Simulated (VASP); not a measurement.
CuO:

```xyz
4
Lattice="1.9910 -2.1536 0.0000 1.9910 2.1536 0.0000 0.0000 0.0000 5.1559" Properties=species:S:1:pos:R:3 pbc="T T T"
Cu    0.9955   -1.0768    0.0000
Cu    0.9955    1.0768    2.5780
O     1.9910    0.0000    1.2890
O     1.9910    0.0000    3.8669
```

```yaml
Program: VASP 6.6.1
Task: relaxation of cell and atoms
Functional: PBE
Potentials_or_basis: VASP PAW PBE potentials, release 64 (Cu, O)
Cutoff: 600 eV
k_mesh: 7 × 7 × 4
Occupations: fermi-dirac, width 0.05 eV
Spin: no spin polarisation
```

At the start: pressure 1.9 GPa; volume 11.05 Å³/atom.

Problem. Where does the relaxation end?

Solution. Over 15 steps the energy falls by 2.6 meV/atom and the volume is 11.24 Å³/atom (+1.7 %); space group P4_2/mmc (No. 131, to 0.05 Å).

The path:
```csv
step,energy change (eV),largest force (eV/Å),pressure (GPa),volume (Å³)
1,0.0000,0.0000,1.92,44.21
2,-0.0030,0.0000,-0.99,45.07
3,-0.0037,0.0000,-0.11,44.81
4,-0.0037,0.0000,-0.04,44.79
5,-0.0044,0.0000,0.05,44.83
6,-0.0059,0.0000,-0.01,44.92
7,-0.0055,0.0000,-0.10,45.11
8,-0.0062,0.0000,0.11,45.00
9,-0.0068,0.0000,-0.21,45.06
10,-0.0077,0.0000,-1.03,45.24
11,-0.0080,0.0000,-0.88,45.23
12,-0.0088,0.0000,-0.58,45.17
13,-0.0099,0.0000,-0.19,45.06
14,-0.0098,0.0000,0.25,44.82
15,-0.0102,0.0000,-0.01,44.96
```

Final structure:
```xyz
4
Lattice="2.0907 -2.0817 0.0000 2.0907 2.0817 0.0000 0.0000 0.0000 5.1648" Properties=species:S:1:pos:R:3 pbc="T T T"
Cu    1.0454   -1.0409    0.0000
Cu    1.0454    1.0409    2.5824
O     2.0907    0.0000    1.2912
O     2.0907    0.0000    3.8736
```
